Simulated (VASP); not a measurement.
A run of VASP 6.6.1:

The input POSCAR:

```
BaTiO3
1.0
    3.9998000000      0.0000000000      0.0000000000
    0.0000000000      3.9998000000      0.0000000000
    0.0000000000      0.0000000000      4.0180000000
Ba Ti O
1 1 3
Direct
    0.0000000000      0.0000000000      0.0002284295
    0.5000000000      0.5000000000      0.4849139045
    0.5000000000      0.5000000000      0.0268972145
    0.5000000000      0.0000000000      0.5154802258
    0.0000000000      0.5000000000      0.5154802258
```

The input INCAR.step1:

```
PREC = Accurate
ENCUT = 910
ISMEAR = 0
SIGMA = 0.02
LREAL = F
LASPH = T
NELM = 120
NBANDS = 28
GGA = PE
ALGO = Normal
EDIFF = 1E-5
LWAVE = T
LCHARG = F
GGA_COMPAT = F
```

INCAR.step2

```
PREC = Accurate
ENCUT = 910
EDIFF = 1E-6
ISMEAR = 0
SIGMA = 0.02
LREAL = F
LASPH = T
NELM = 120
ALGO = Normal
ISIF = 2
LWAVE = F
LCHARG = F
METAGGA = R2SCAN
LMIXTAU = T
NBANDS = 28
ISTART = 1
GGA_COMPAT = F
```

Contents of KPOINTS:

```
Automatic mesh
0
Gamma
  8 8 8
```

Potentials or basis: VASP PAW PBE potentials, release 64 (Ba_sv, Ti_sv, O_h).

Run with:

```console
$ cat potpaw_PBE.64/Ba_sv/POTCAR potpaw_PBE.64/Ti_sv/POTCAR potpaw_PBE.64/O_h/POTCAR > POTCAR
$ cp INCAR.step1 INCAR
$ mpirun -np 1 vasp_std > vasp.out
$ cp INCAR.step2 INCAR
$ mpirun -np 1 vasp_std > vasp.out
```

Hardware: 1 thread of Intel(R) Xeon(R) 6975P-C (Granite Rapids), on a shared host.

Task: Estimate the wall time of this run.

Result: Run time: 6.5 min on 1 thread of Intel(R) Xeon(R) 6975P-C (Granite Rapids), on a shared host, peak memory 0.48 GiB. Counts: k points 75.
